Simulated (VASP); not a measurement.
Mg2Pd, 3 atoms in the cell. It takes space group I4/mmm (No. 139, tetragonal). Conventional cell: a = 3.240 Å, b = 3.240 Å, c = 10.080 Å, α = 90.00°, β = 90.00°, γ = 90.00°. Within 3.6 Å of Mg (site symmetry 4mm) lie 5 Pd at 2.73 to 3.56 Å and 9 Mg at 2.97 to 3.24 Å. Within 3.6 Å of Pd (site symmetry 4/mmm) lie 10 Mg at 2.73 to 3.56 Å and 4 Pd at 3.24 Å. 

```yaml
Program: VASP 6.6.1
Task: single point
Functional: LDA
Potentials_or_basis: VASP PAW LDA potentials, release 64 (Mg, Pd)
Cutoff: 520 eV
k_mesh: 12 × 12 × 12
Occupations: methfessel-paxton, width 0.1 eV
Spin: no spin polarisation
Dipole_correction: no
Further_INCAR_settings: ALGO = Normal; EDIFF = 1e-06; NBANDS = 14
```

Potentials or basis: VASP PAW LDA potentials, release 64 (Mg, Pd).

Launch:

```console
$ cat potpaw_LDA.64/Mg/POTCAR potpaw_LDA.64/Pd/POTCAR > POTCAR
$ mpirun -np 1 vasp_std > vasp.out
```

Hardware: 1 thread of Intel(R) Xeon(R) Platinum 8488C (Sapphire Rapids), on a shared host.

Q: Estimate the wall time of this run.

A: Run time: 3.5 min on 1 thread of Intel(R) Xeon(R) Platinum 8488C (Sapphire Rapids), with other jobs on the host, peak memory 0.3 GiB. Counts: scf iterations 12, k points 163.
